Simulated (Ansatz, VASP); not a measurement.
One calculation of AlGa2P3, two programs

```
Al Ga P
1.0
    -1.94733    1.94733    8.25766
     1.94733   -1.94733    8.25766
     1.94733    1.94733   -8.25766
Al Ga P
1 2 3
Direct
  0.00000 0.00000 0.00000
  0.66667 0.66667 0.00000
  0.33333 0.33333 0.00000
  0.25000 0.75000 0.50000
  0.91704 0.41704 0.50000
  0.58296 0.08296 0.50000
```

Alike in both runs: functional PBE; k mesh 10 × 10 × 10; occupations gaussian, width 0.02 eV; no spin polarisation.

Ansatz relaxed the structure, and its values are those at the end. VASP's run is a single point on that final structure, the one shown.

|  | VASP | Ansatz |
| --- | --- | --- |
| version | VASP 6.6.1 | Ansatz 0.2.0 |
| potentials or method | VASP PAW PBE potentials, release 64 (Al, Ga_d, P), cutoff 520 eV | scalar-relativistic, plane waves, PAW |
| valence electrons in the cell | 44 | 44 |

```tsv
	VASP	Ansatz	Ansatz less VASP
gap on the k mesh at the Fermi level (eV)	1.67	1.67	+0.001
least direct gap on the mesh (eV)	1.78	1.79	+0.003
pressure (GPa)	0.0	0.0	+0.04
```
